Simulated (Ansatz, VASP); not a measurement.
**Ge in VASP and in Ansatz**

INCAR

```
SYSTEM = Ge
PREC     = Accurate       ! precision mode
ENCUT    = 520            ! plane-wave cutoff, eV
EDIFF    = 1E-6           ! SCF threshold, eV
ISMEAR   = -1             ! smearing method
SIGMA    = 0.1            ! smearing width, eV
LREAL    = .FALSE.        ! projectors in reciprocal space
LASPH    = .TRUE.         ! aspherical terms in the spheres
NELM     = 80             ! most SCF steps
ALGO     = Normal         ! electronic algorithm
ISIF     = 2              ! what is computed and relaxed
LWAVE    = .FALSE.        ! write WAVECAR
LCHARG   = .TRUE.         ! write CHGCAR
GGA      = CA             ! functional
LELF     = .TRUE.         ! ELF
LVHAR    = .TRUE.       
NBANDS   = 21             ! bands
```

KPOINTS

```
Automatic mesh
0
G
  14 14 10
  0 0 0
```

The input POSCAR:

```
Ge
1.0
   -2.4595864025      2.4629095800      1.3526153611
    2.4629095800     -2.4595864025      1.3526153611
    2.4735386189      2.4735386189     -1.3465289554
Ge
2
Direct
    0.9998962798      0.0001037202      1.0000000000
    0.7501037202      0.2498962798      0.5000000000
```

Input for Ansatz:

```yaml
crystal:
  lattice:
    - [-2.4595864025, 2.46290958, 1.3526153611]
    - [2.46290958, -2.4595864025, 1.3526153611]
    - [2.4735386189, 2.4735386189, -1.3465289554]
  atoms:
    - { symbol: Ge, position: [0.9998962798, 0.0001037202, 1.0] }
    - { symbol: Ge, position: [0.7501037202, 0.2498962798, 0.5] }
hamiltonian:
  xc: lda
  pseudopotentials:
    kind: paw
    azcp:
      Ge: "pseudopotentials/Ge.paw.azcp"
basis:
  ecutwfc: 420
  fft_grid_basis: typed
kpoints:
  mp_grid: { grid: [14, 14, 10], shift: [0, 0, 0] }
magnetization:
  spin_polarized: false
scf:
  occupations: { method: fermi_dirac, width: 0.1 }
  lower_state_search: "off"
output:
  stress: true
  write_density: true
  write_potential: true
  elf: true
  volumetric_format: npy
```

Alike in both runs: task single point; functional LDA; k mesh 14 × 14 × 10; occupations fermi-dirac, width 0.1 eV; no spin polarisation.

|  | VASP | Ansatz |
| --- | --- | --- |
| version | VASP 6.6.1 | Ansatz 0.2.0 |
| potentials or method | VASP PAW LDA potentials, release 64 (Ge_d), cutoff 520 eV | plane waves (420 eV) with PAW, scalar-relativistic |
| valence electrons in the cell | 28 | 28 |

```csv
,VASP,Ansatz,Ansatz less VASP
pressure (GPa),8.5,8.4,-0.07
"traceless stress, the component that is largest in VASP (GPa)",0.49,0.48,-0.010
```

Ansatz warns that its potentials were made for another functional, while VASP's fit it. LDA's correlation is that of Perdew and Zunger in VASP and of Perdew and Wang (1992) in Ansatz.
